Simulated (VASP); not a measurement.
ZnS, 4 atoms in the cell. It takes space group P6_3mc (No. 186, hexagonal). The conventional cell has a = 3.811 Å, b = 3.811 Å, c = 6.234 Å, α = 90.00°, β = 90.00°, γ = 120.00°. Zn (site symmetry 3m) has 4 S at 2.31 to 2.40 Å within 3.1 Å. S (site symmetry 3m) has 4 Zn at 2.31 to 2.40 Å within 3.1 Å. 

```yaml
Program: VASP 6.6.1
Task: relaxation of cell and atoms
Functional: PBE
Potentials_or_basis: VASP PAW PBE potentials, release 64 (Zn, S)
Cutoff: 600 eV
k_mesh: 12 × 12 × 4
Occupations: fermi-dirac, width 0.02 eV
Spin: no spin polarisation
Dipole_correction: no
Further_INCAR_settings: ALGO = Normal; EDIFF = 1e-06; IBRION = 2; EDIFFG = -0.01; NSW = 80; ISIF = 3
```

Potentials or basis: VASP PAW PBE potentials, release 64 (Zn, S).

Command:

```sh
$ cat potpaw_PBE.64/Zn/POTCAR potpaw_PBE.64/S/POTCAR > POTCAR
$ mpirun -np 1 vasp_std > vasp.out
```

Hardware: 1 thread of Intel(R) Xeon(R) Platinum 8375C CPU @ 2.90GHz (Ice Lake), on a shared host.

How long does it take, and how much memory?

It took 8.8 min on 1 thread of Intel(R) Xeon(R) Platinum 8375C CPU @ 2.90GHz (Ice Lake), on a shared host, peak memory 0.27 GiB. Counts: scf iterations 89, k points 57, ion steps 12.
